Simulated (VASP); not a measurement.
# Bi (R-3m) in VASP: a series of runs

The runs below take Bi through single point, with PBE+D3(BJ).

Everything below comes from runs of VASP 6.6.1. Logs are shortened: lines on timing, memory, paths and dates and some standing lists are left out, and cuts for length are marked.

## Step 1: The cell of the first run

The structure is trigonal, space group R-3m (No. 166). Conventional cell: a = 4.386 Å, b = 4.386 Å, c = 10.955 Å, α = 90.00°, β = 90.00°, γ = 120.00°. Bi (site symmetry 3m) has 6 Bi at 3.03 to 3.21 Å within 4.0 Å.

## Step 2: Single point, PBE+D3(BJ) (30.42 Å³/atom)

File INCAR:

```
PREC = Accurate
ENCUT = 520
EDIFF = 1E-7
ISMEAR = 0
SIGMA = 0.1
LREAL = False
LASPH = True
NELM = 100
ALGO = Fast
ISIF = 2
LWAVE = False
LCHARG = True
GGA = PE
IVDW = 12
LELF = True
LVHAR = True
NBANDS = 22
```

File KPOINTS:

```
regular mesh
0
Gamma
  12 12 12
```

File POSCAR:

```
Bi
1.0
    2.1929776544      1.2661162391      3.6515242965
   -2.1929776544      1.2661162391      3.6515242965
    0.0000000000     -2.5322324782      3.6515242965
Bi
2
Direct
    0.2430100385      0.2430100385      0.2430100385
    0.7569899615      0.7569899615      0.7569899615
```

Potentials or basis: VASP PAW PBE potentials, release 64 (Bi_d).

Command:

```console
cat potpaw_PBE.64/Bi_d/POTCAR > POTCAR
mpirun -np 1 vasp_std > vasp.out
```

OUTCAR:

```text
PREC = Accurate
   ENCUT = 520
   EDIFF = 1E-7
   ISMEAR = 0
   LREAL = False
   LASPH = True
   NELM = 100
   ISIF = 2
   GGA = PE
   IVDW = 12
 IVDW          = 12

 ion  position               nearest neighbor table
   1  0.243  0.243  0.243-   2 3.03   2 3.03   2 3.03   2 3.21   2 3.21   2 3.21
   2  0.757  0.757  0.757-   1 3.03   1 3.03   1 3.03   1 3.21   1 3.21   1 3.21

  LATTYP: Found a trigonal (rhomboedric) cell.
 ALAT       =     4.4436281361
 COS(alpha) =     0.5128945457

  Lattice vectors:

 A1 = (   2.1929776544,   1.2661162391,   3.6515242965)
 A2 = (  -2.1929776544,   1.2661162391,   3.6515242965)
 A3 = (   0.0000000000,  -2.5322324782,   3.6515242965)

Analysis of symmetry for initial positions (statically):
=====================================================================
 Subroutine PRICEL returns:
 Original cell was already a primitive cell.

 Routine SETGRP: Setting up the symmetry group for a
 trigonal (rhombohedral) supercell.

 Subroutine GETGRP returns: Found 12 space group operations
 (whereof 12 operations were pure point group operations)
 out of a pool of 12 trial point group operations.

The static configuration has the point symmetry D_3d.

Analysis of symmetry for dynamics (positions and initial velocities):
=====================================================================
 Subroutine PRICEL returns:
 Original cell was already a primitive cell.

 Routine SETGRP: Setting up the symmetry group for a
 trigonal (rhombohedral) supercell.

 Subroutine GETGRP returns: Found 12 space group operations
 (whereof 12 operations were pure point group operations)
 out of a pool of 12 trial point group operations.

The dynamic configuration has the point symmetry D_3d.

 Subroutine INISYM returns: Found 12 space group operations
 (whereof 12 operations are pure point group operations),
 and found     1 'primitive' translations

----------------------------------------------------------------------------------------

                                     Primitive cell

  volume of cell :      60.8322

  direct lattice vectors                    reciprocal lattice vectors
     2.192977654  1.266116239  3.651524296     0.228000499  0.131636150  0.091286078
    -2.192977654  1.266116239  3.651524296    -0.228000499  0.131636150  0.091286078
     0.000000000 -2.532232478  3.651524296     0.000000000 -0.263272299  0.091286078

  length of vectors
     4.443628136  4.443628136  4.443628136     0.278649335  0.278649335  0.278649335

  position of ions in fractional coordinates (direct lattice)
     0.243010039  0.243010039  0.243010039
     0.756989961  0.756989961  0.756989961

  ion indices of the primitive-cell ions
   primitive index   ion index
                 1           1
                 2           2

----------------------------------------------------------------------------------------

 KPOINTS: regular mesh

Automatic generation of k-mesh.
 Grid dimensions read from file:
 generate k-points for:   12   12   12

 Generating k-lattice:

  Cartesian coordinates                     Fractional coordinates (reciprocal lattice)
     0.019000042  0.010969679  0.007607173     0.083333333  0.000000000  0.000000000
    -0.019000042  0.010969679  0.007607173     0.000000000  0.083333333  0.000000000
     0.000000000 -0.021939358  0.007607173     0.000000000  0.000000000  0.083333333

  Length of vectors
     0.023220778  0.023220778  0.023220778

  Shift w.r.t. Gamma in fractional coordinates (k-lattice)
     0.000000000  0.000000000  0.000000000

 Subroutine IBZKPT returns following result:
 ===========================================

 Found    189 irreducible k-points:

 Following reciprocal coordinates:
            Coordinates               Weight
  0.000000  0.000000  0.000000      1.000000
  0.083333 -0.000000 -0.000000      6.000000
  0.166667 -0.000000 -0.000000      6.000000
  0.250000  0.000000  0.000000      6.000000
  0.333333  0.000000 -0.000000      6.000000
  0.416667  0.000000  0.000000      6.000000
[... 16 lines left out ...]
  0.500000  0.166667  0.000000     12.000000
 -0.416667  0.166667  0.000000     12.000000
 [... further k-points ...]
   k-points           NKPTS =    189   k-points in BZ     NKDIM =    189   number of bands    NBANDS=     22
   number of dos      NEDOS =    301   number of ions     NIONS =      2
   total plane-waves  NPLWV =  46656
   dimension x,y,z NGX =    36 NGY =   36 NGZ =   36
   dimension x,y,z NGXF=    72 NGYF=   72 NGZF=   72
   ions per type =               2
   NGX,Y,Z   is equivalent  to a cutoff of  13.47, 13.47, 13.47 a.u.
   NGXF,Y,Z  is equivalent  to a cutoff of  26.94, 26.94, 26.94 a.u.
 SYSTEM =  unknown system
   PREC   = accura    normal or accurate (medium, high low for compatibility)
   ISTART =      0    job   : 0-new  1-cont  2-samecut
   ICHARG =      2    charge: 1-file 2-atom 10-const
   ISPIN  =      1    spin polarized calculation?
   LNONCOLLINEAR =      F non collinear calculations
   LSORBIT =      F    spin-orbit coupling
   LASPH  =      T    aspherical Exc in radial PAW
   ENCUT  =  520.0 eV  38.22 Ry    6.18 a.u.   8.26  8.26  8.26*2*pi/ulx,y,z
   NELM   =    100;   NELMIN=  2; NELMDL= -5     # of ELM steps
   EDIFF  = 0.1E-06   stopping-criterion for ELM
   LREAL  =      F    real-space projection
   EDIFFG = 0.1E-05   stopping-criterion for IOM
   NSW    =      0    number of steps for IOM
   IBRION =     -1    ionic relax: 0-MD 1-quasi-New 2-CG
   NFREE  =      0    steps in history (QN), initial steepest desc. (CG)
   ISIF   =      2    stress and relaxation
   ISYM   =      2    0-nonsym 1-usesym 2-fastsym
   POTIM  = 0.5000    time-step for ionic-motion
   TEBEG  =    0.0;   TEEND  =   0.0 temperature during run
   PSTRESS=    0.0 pullay stress
   NELECT =      30.0000    total number of electrons
   NUPDOWN=      -1.0000    fix difference up-down
   EMIN   =  10.00;   EMAX   =-10.00  energy-range for DOS
   EFERMI =   0.00;   METHOD = LEGACY
   ISMEAR =     0;   SIGMA  =   0.10  broadening in eV -4-tet -1-fermi 0-gaus
   EFERMI_NEDOS =   21; number of points for ismear=-14 and -15
   IALGO  =     68    algorithm
   IMIX   =      4    mixing-type and parameters
     AMIX     =   0.40;   BMIX     =  1.00
     AMIX_MAG =   1.60;   BMIX_MAG =  1.00
  volume/ion in A,a.u.               =      30.42       205.26
  Fermi-wavevector in a.u.,A,eV,Ry     =   1.293414  2.444198 22.761450  1.672919
  Thomas-Fermi vector in A             =   2.425061
   LORBIT       =      0    0 simple, 1 ext, 2 COOP (PROOUT), +10 PAW based schemes
   GGA     = PE    functional components
   LHFCALC =     F    Hartree Fock is set to
   AEXX    =    0.0000 exact exchange contribution
   IVDW    =    12    specifies the selected vdW correction
   LEPSILON=     F    determine dielectric tensor
   LRPA    =     F    only Hartree local field effects (RPA)
 non-spin polarized calculation
 RMM-DIIS sequential band-by-band and
 Gauss-broadening in eV      SIGMA  =   0.10
  energy-cutoff  :      520.00
  volume of cell :       60.83
 maximum number of plane-waves:      1658
 NGX is ok and might be reduce to    36
   NGX = 17   NGY = 17   NGZ = 17

 number of electron      30.0000006 magnetization

 Free energy of the ion-electron system (eV)
  ---------------------------------------------------
  ext. energy  EPLUGINS =         0.00000000
  ---------------------------------------------------
  free energy    TOTEN  =        -7.45474606 eV

  energy without entropy =       -7.45192718  energy(sigma->0) =       -7.45333662

 E-fermi :   8.1670     XC(G=0): -10.2496

 val. band max:        8.1445193670   @ k =  -0.3333   0.5000   0.3333
 cond. band min:       8.1676619622   @ k =   0.5000   0.0000   0.0000
 fundamental gap:      0.0231425953
 Fermi energy:         8.1669694293

 k-point     1 :       0.0000    0.0000    0.0000
  band No.  band energies     occupation
      1     -15.0800      2.00000
      2     -15.0800      2.00000
      3     -14.8670      2.00000
      4     -14.8670      2.00000
      5     -14.8639      2.00000
      6     -14.5941      2.00000
[... 14 lines left out ...]
     21      13.6180      0.00000
     22      14.1990      0.00000

 k-point     2 :       0.0833   -0.0000   -0.0000
  band No.  band energies     occupation
      1     -15.0701      2.00000
      2     -15.0699      2.00000
      3     -14.8626      2.00000
      4     -14.8616      2.00000
      5     -14.8587      2.00000
      6     -14.5984      2.00000
[... 14 lines left out ...]
     21      13.7372      0.00000
     22      15.0723      0.00000

 k-point     3 :       0.1667   -0.0000   -0.0000
  band No.  band energies     occupation
      1     -15.0412      2.00000
      2     -15.0400      2.00000
      3     -14.8499      2.00000
      4     -14.8462      2.00000
      5     -14.8436      2.00000
      6     -14.6118      2.00000
[... 14 lines left out ...]
     21      14.1194      0.00000
     22      16.5371      0.00000

 k-point     4 :       0.2500    0.0000    0.0000
  band No.  band energies     occupation
      1     -14.9954      2.00000
      2     -14.9923      2.00000
      3     -14.8298      2.00000
      4     -14.8220      2.00000
      5     -14.8197      2.00000
      6     -14.6345      2.00000
[... 14 lines left out ...]
     21      14.7615      0.00000
     22      18.2980      0.00000

 k-point     5 :       0.3333    0.0000   -0.0000
  band No.  band energies     occupation
      1     -14.9370      2.00000
      2     -14.9297      2.00000
      3     -14.8048      2.00000
      4     -14.7913      2.00000
      5     -14.7888      2.00000
      6     -14.6666      2.00000
[... 417 lines left out ...]
 k-point    22 :       0.4167    0.1667    0.0000
  band No.  band energies     occupation
      1     -14.9847      2.00000
      2     -14.8337      2.00000
      3     -14.8285      2.00000
      4     -14.7659      2.00000
      5     -14.7480      2.00000
      6     -14.7152      2.00000
[... 14 lines left out ...]
     21      17.3902      0.00000
     22      18.1243      0.00000

 k-point    23 :       0.5000    0.1667    0.0000
  band No.  band energies     occupation
      1     -14.9294      2.00000
      2     -14.8276      2.00000
      3     -14.7966      2.00000
      4     -14.7586      2.00000
      5     -14.7340      2.00000
      6     -14.7211      2.00000
[... 14 lines left out ...]
     21      17.4495      0.00000
     22      18.0281      0.00000

 k-point    24 :      -0.4167    0.1667    0.0000
  band No.  band energies     occupation
      1     -14.9118      2.00000
      2     -14.8264      2.00000
      3     -14.7728      2.00000
      4     -14.7585      2.00000
      5     -14.7570      2.00000
      6     -14.7153      2.00000
[... 14 lines left out ...]
     21      16.2742      0.00000
     22      18.9672      0.00000

 [... further k-points ...]

------------------------ aborting loop because EDIFF is reached ----------------------------------------

 Edisp (eV)   -1.05197

 E8    (eV) :    -0.5220

  FORCE on cell =-STRESS in cart. coord.  units (eV):
  Direction    XX          YY          ZZ          XY          YZ          ZX
  --------------------------------------------------------------------------------------
  -------------------------------------------------------------------------------------
  Total       2.73471     2.73471     2.68259     0.00000     0.00000     0.00000
  in kB      72.02580    72.02580    70.65317     0.00000     0.00000     0.00000
  external pressure =       71.57 kB  Pullay stress =        0.00 kB

 VOLUME and BASIS-vectors are now :
 -----------------------------------------------------------------------------
  energy-cutoff  :      520.00
  volume of cell :       60.83
      direct lattice vectors                 reciprocal lattice vectors
     2.192977654  1.266116239  3.651524296     0.228000499  0.131636150  0.091286078
    -2.192977654  1.266116239  3.651524296    -0.228000499  0.131636150  0.091286078
     0.000000000 -2.532232478  3.651524296     0.000000000 -0.263272299  0.091286078

 POSITION                                       TOTAL-FORCE (eV/Angst)
 -----------------------------------------------------------------------------------
      0.00000      0.00000      2.66207         0.000000     -0.000000      0.001760
      0.00000      0.00000      8.29250         0.000000      0.000000     -0.001760
 -----------------------------------------------------------------------------------
    total drift:                                0.000000     -0.000000      0.000000

  FREE ENERGIE OF THE ION-ELECTRON SYSTEM (eV)
  ---------------------------------------------------
  free  energy   TOTEN  =        -8.5067190141 eV

  energy  without entropy=       -8.5039001397  energy(sigma->0) =       -8.50530958
```

It took 2.6 min on 1 thread of Intel Xeon Platinum 8488C (Sapphire Rapids), shared host; peak memory 0.35 GiB.

Results:

```yaml
Free_energy: -8.5067 eV
Pressure: 7.2 GPa
Band_gap_on_the_k_mesh: zero (bands 15 and 16 overlap by 0.30 eV)
Dispersion_energy_per_atom: -0.526 eV
```

Stress tensor (GPa, compression positive):
```
7.20 0.00 0.00
0.00 7.20 0.00
0.00 0.00 7.07
```

Caveat: the cell stands under pressure; spin-orbit coupling is left out, which moves the levels of the heavy elements.

## Step 3: Single point, PBE+D3(BJ) (31.45 Å³/atom)

This run uses another cell than the first one, of 31.45 Å³/atom.

File INCAR:

```
SYSTEM = Bi
ALGO = Fast ; EDIFF = 1E-7
ENCUT = 520 ; GGA = PE
ISIF = 2 ; ISMEAR = 0
IVDW = 12 ; LASPH = .True.
LCHARG = .False. ; LREAL = .False.
LWAVE = .False. ; NBANDS = 22
NELM = 100 ; PREC = Accurate
SIGMA = 0.1
```

File KPOINTS:

```
k-points
0
Gamma
  12 12 12
  0 0 0
```

File POSCAR:

```
Bi
1.0
    2.2154817098      1.2791089616      3.6996870519
   -2.2154817098      1.2791089616      3.6996870519
    0.0000000000     -2.5582179231      3.6996870519
Bi
2
Direct
    0.2414717540      0.2414717540      0.2414717540
    0.7585282460      0.7585282460      0.7585282460
```

Potentials or basis: VASP PAW PBE potentials, release 64 (Bi_d).

Command:

```console
cat potpaw_PBE.64/Bi_d/POTCAR > POTCAR
mpirun -np 1 vasp_std > vasp.out
```

Wall time 2.7 min (1 thread of Intel Xeon Platinum 8488C (Sapphire Rapids), shared host); peak memory 0.35 GiB.

Results (log left out):

| Item | Value |
| --- | --- |
| Free energy | -8.5846 eV |
| Pressure | 4.8 GPa |
| Band gap on the k mesh | zero (bands 15 and 16 overlap by 0.27 eV) |
| Dispersion energy per atom | -0.509 eV |

Forces in eV/Å, atoms in the order of the input:
```
Bi   0.000  0.000  0.002
Bi   0.000  0.000 -0.002
```

Stress tensor (GPa, compression positive):
```
4.83 0.00 0.00
0.00 4.83 0.00
0.00 0.00 4.75
```

Levels at points of the mesh, in eV from the Fermi level:
```tsv
k point	band 11	band 12	band 13	band 14	band 15	band 16	band 17	band 18	band 19	band 20
(0.00, 0.00, 0.00)	-13.82	-7.07	-1.65	-1.49	-1.49	3.13	3.27	3.27	5.37	5.48
(0.50, 0.00, 0.00)	-11.47	-11.09	-0.90	-0.88	-0.33	-0.26	0.11	0.35	8.24	8.80
(0.50, 0.50, 0.00)	-11.60	-9.41	-5.52	-3.54	-3.45	2.36	5.50	5.64	7.83	9.85
(0.50, 0.50, 0.50)	-11.87	-10.76	-0.69	-0.55	-0.55	0.14	0.14	0.28	7.90	9.11
```

Caveat: the cell stands under pressure; spin-orbit coupling is left out, which moves the levels of the heavy elements.

The gap in the log of VASP goes by the Fermi energy; the results here count the filled bands.